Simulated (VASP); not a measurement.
Set up this calculation in VASP 6.6.1, as the native input.

```
Task                   : single point
Functional             : PBE
Potentials or basis    : VASP PAW PBE potentials, release 64 (Mg, Cl, O, H)
Cutoff                 : 520 eV
k mesh                 : 3 × 3 × 3
Occupations            : methfessel-paxton, width 0.15 eV
Spin                   : no spin polarisation
Dipole correction      : no
Further INCAR settings : ALGO = Normal; EDIFF = 1e-06; NBANDS = 26
```

The structure of MgH4Cl2O2 lies in POSCAR:

```
MgH4Cl2O2
1.0
    4.6462460000      0.3555470000      0.8619290000
   -0.7252350000      4.8727820000     -0.7583630000
   -0.2402950000     -0.8454810000      5.4472100000
Mg Cl O H
1 2 2 4
Direct
    0.3494203115      0.7958718962      0.5038996659
    0.9116326541      0.8518870185      0.1319473589
    0.5850231840      0.4139794264      0.7834838811
    0.0613655309      0.2745262788      0.5299622819
    0.7741899463      0.3359809065      0.1521247982
    0.8791361565      0.0538998282      0.8095999029
    0.1161505814      0.2053610659      0.9639657145
    0.4445201020      0.2323650662      0.3593269402
    0.8514336866      0.6125827172      0.4729600440
```

The input as run:

INCAR

```
SYSTEM = MgH4Cl2O2
ALGO = Normal
EDIFF = 1E-6
ENCUT = 520
GGA = PE
ISIF = 2
ISMEAR = 1
LASPH = .True.
LCHARG = .False.
LREAL = .False.
LWAVE = .False.
NBANDS = 26
NELM = 60
PREC = Accurate
SIGMA = 0.15
```

KPOINTS

```
k-points
0
Gamma
  3 3 3
  0 0 0
```

Potentials or basis: VASP PAW PBE potentials, release 64 (Mg, Cl, O, H).

Run with:

```console
$ cat potpaw_PBE.64/Mg/POTCAR potpaw_PBE.64/Cl/POTCAR potpaw_PBE.64/O/POTCAR potpaw_PBE.64/H/POTCAR > POTCAR
$ mpirun -np 1 vasp_std > vasp.out
```

Results of the run:

The pressure is -10.1 GPa. The largest force is 2.710 eV/Å and the band gap on the k mesh is zero (bands 16 and 17 overlap by 0.01 eV).

Caveat: the k points lie up to 0.45 Å⁻¹ apart.

Run time: 67 s on 1 thread of Intel(R) Xeon(R) Platinum 8559C (Emerald Rapids), with other jobs on the host, peak memory 0.25 GiB.
